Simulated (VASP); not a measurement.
Here is a VASP 6.6.1 calculation.

The input POSCAR:

```
LiBe
1.0
    0.0000000000      2.2850000000      2.2850000000
    2.2850000000      0.0000000000      2.2850000000
    2.2850000000      2.2850000000      0.0000000000
Li Be
1 1
Direct
    0.0000000000      0.0000000000      0.0000000000
    0.5000000000      0.5000000000      0.5000000000
```

INCAR.step1

```
PREC     = Accurate       # precision mode
ENCUT    = 830            # plane-wave cutoff, eV
ISMEAR   = 1              # smearing method
SIGMA    = 0.1            # smearing width, eV
LREAL    = F              # projectors in reciprocal space
LASPH    = T              # aspherical terms in the spheres
NELM     = 120            # most SCF steps
GGA      = PE             # functional
ALGO     = Normal         # electronic algorithm
EDIFF    = 1E-5           # SCF threshold, eV
LWAVE    = T              # write WAVECAR
LCHARG   = F              # write CHGCAR
GGA_COMPAT= F            
IBRION   = 2              # ionic algorithm
ISIF     = 3              # what is computed and relaxed
EDIFFG   = -0.005         # ionic threshold
NELMIN   = 4            
NSW      = 100            # ionic steps
```

Contents of INCAR.step2:

```
PREC     = Accurate       # precision mode
ENCUT    = 830            # plane-wave cutoff, eV
EDIFF    = 1E-7           # SCF threshold, eV
ISMEAR   = 1              # smearing method
SIGMA    = 0.1            # smearing width, eV
LREAL    = F              # projectors in reciprocal space
LASPH    = T              # aspherical terms in the spheres
NELM     = 120            # most SCF steps
ALGO     = Normal         # electronic algorithm
ISIF     = 3              # what is computed and relaxed
LWAVE    = F              # write WAVECAR
LCHARG   = F              # write CHGCAR
METAGGA  = R2SCAN         # meta-GGA
LMIXTAU  = T            
IBRION   = 2              # ionic algorithm
NSW      = 80             # ionic steps
EDIFFG   = -0.02          # ionic threshold
PSTRESS  = 400.0        
ISTART   = 1            
GGA_COMPAT= F            
NELMIN   = 4
```

The input KPOINTS:

```
regular mesh
0
Gamma
  8 8 8
```

Potentials or basis: VASP PAW PBE potentials, release 64 (Li_sv, Be).

Run with:

```sh
$ cat potpaw_PBE.64/Li_sv/POTCAR potpaw_PBE.64/Be/POTCAR > POTCAR
$ cp INCAR.step1 INCAR
$ mpirun -np 1 vasp_std > vasp.out
$ cp INCAR.step2 INCAR
$ mpirun -np 1 vasp_std > vasp.out
```

Task: Estimate the relaxed volume.

Result: 7.82 Å³/atom.

Task: Predict the space group after relaxing (to 0.1 Å).

Result: Fm-3m (No. 225).

Task: Estimate the relaxed cell.

Result: a = 2.807 Å, b = 2.807 Å, c = 2.807 Å, α = 60.00°, β = 60.00°, γ = 60.00°.

Task: Estimate the band gap on the k mesh.

Result: Zero (an odd number of electrons rules out a gap without spin polarisation).

The path:
```
step  energy change (eV)  largest force (eV/Å)  pressure (GPa)  volume (Å³)
   1              0.0000                0.0000            3.42        23.86
   2              0.8125                0.0000           39.69        15.64
```

Caveat: the cell is relaxed towards a set pressure, so the run minimises the enthalpy, not the energy; the volume moved by over 15 % at a fixed basis, so the end points are rough; the PAW data sets were made with another functional, which shifts forces and pressure a little.
